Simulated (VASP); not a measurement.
A run of VASP 6.6.1 is set up as follows.

File INCAR:

```
PREC = Accurate
ENCUT = 520
EDIFF = 1E-6
ISMEAR = -1
SIGMA = 0.1
LREAL = F
LASPH = T
NELM = 100
ALGO = Normal
ISIF = 2
LWAVE = F
LCHARG = F
GGA = RE
NBANDS = 12
```

Contents of KPOINTS:

```
regular mesh
0
Gamma
  14 14 11
```

POSCAR

```
P
1.0
   -4.5182327809      4.8729448188      1.2687718721
    4.8729448188     -4.5182327809      1.2687718721
    2.2061337648      2.2061337648     -0.6191161250
P
2
Direct
    0.9305374152      0.0694625848      1.0000000000
    0.8194625848      0.1805374152      0.5000000000
```

Potentials or basis: VASP PAW PBE potentials, release 64 (P).

Run with:

```console
$ cat potpaw_PBE.64/P/POTCAR > POTCAR
$ mpirun -np 1 vasp_std > vasp.out
```

Question: What does it give for the largest force?

Answer: 0.971 eV/Å.

Question: Predict the band gap on the k mesh.

Answer: Zero (bands 5 and 6 overlap by 4.12 eV).

Question: Predict the pressure.

Answer: 4.4 GPa.

Stress tensor (GPa, compression positive):
```
 5.03  0.74 -0.36
 0.74  5.03 -0.36
-0.36 -0.36  3.26
```

Caveat: the cell stands under pressure; the PAW data sets were made with another functional, which shifts forces and pressure a little.
